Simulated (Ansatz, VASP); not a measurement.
MgO: VASP beside Ansatz

```
Mg O
1.0
     4.16071    0.00000    0.00000
     0.00000   -4.16071    0.00000
     0.00000    0.00000   -4.16071
Mg O
4 4
Direct
  0.94698 0.05302 0.09998
  0.50000 0.50000 0.00000
  0.50000 0.00000 0.50000
  0.00000 0.50000 0.50000
  0.50000 0.00000 0.00000
  0.00000 0.50000 0.00000
  0.00000 0.00000 0.50000
  0.50000 0.50000 0.50000
```

Alike in both runs: task single point; functional LDA; k mesh 6 × 6 × 6; occupations gaussian, width 0.05 eV; no spin polarisation.

|  | VASP | Ansatz |
| --- | --- | --- |
| version | VASP 6.6.1 | Ansatz 0.2.0 |
| potentials or method | VASP PAW LDA potentials, release 64 (Mg, O), cutoff 520 eV | scalar-relativistic, plane waves, PAW |
| valence electrons in the cell | 32 | 64 |

|  | VASP | Ansatz | Ansatz less VASP |
| --- | --- | --- | --- |
| gap on the k mesh at the Fermi level (eV) | 4.92 | 4.93 | +0.002 |
| least direct gap on the mesh (eV) | 4.92 | 4.93 | +0.002 |
| pressure (GPa) | 7.5 | 8.8 | +1.35 |
| traceless stress, the component that is largest in VASP (GPa) | 9.21 | 8.68 | -0.524 |
| rms of the force components (eV/Å) | 1.836 | 1.758 | -0.0784 |

Ansatz warns that its potentials were made for another functional, while VASP's fit it. LDA's correlation is that of Perdew and Zunger in VASP and of Perdew and Wang (1992) in Ansatz. Atom by atom the forces differ by 0.083 eV/Å (rms over components). VASP's potentials hold 32 valence electrons a cell and Ansatz's 64, so a difference there can come from the potentials and not from the codes.
